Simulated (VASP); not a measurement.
A run of VASP 6.6.1 is set up as follows.

Contents of INCAR:

```
SYSTEM = Co
  PREC = Accurate
  ENCUT = 520
  EDIFF = 1E-6
  ISMEAR = -1
  SIGMA = 0.05
  LREAL = .FALSE.
  LASPH = .TRUE.
  NELM = 150
  ALGO = Normal
  ISIF = 2
  LWAVE = .FALSE.
  LCHARG = .TRUE.
  ISPIN = 2
  MAGMOM = 1.673
  LORBIT = 11
  LMAXMIX = 4
  GGA = PS
  LELF = .TRUE.
  LVHAR = .TRUE.
  NBANDS = 14
```

The input KPOINTS:

```
regular mesh
0
G
  17 17 17
  0 0 0
```

File POSCAR:

```
Co
1.0
    0.0000000000      1.7799517513      1.7799517513
    1.7799517513      0.0000000000      1.7799517513
    1.7799517513      1.7799517513      0.0000000000
Co
1
Direct
    0.0000000000      0.0000000000      0.0000000000
```

Potentials or basis: VASP PAW PBE potentials, release 64 (Co).

Launch:

```sh
$ cat potpaw_PBE.64/Co/POTCAR > POTCAR
$ mpirun -np 1 vasp_std > vasp.out
```

(1) What does it give for the site moments?

(2) Estimate the pressure.

(3) What does it give for the net moment?

Results:

(1) Co +1.69 μB.

(2) -16.2 GPa.

(3) 1.67 μB per cell.

Caveat: the cell stands under tension; the PAW data sets were made with another functional, which shifts forces and pressure a little.
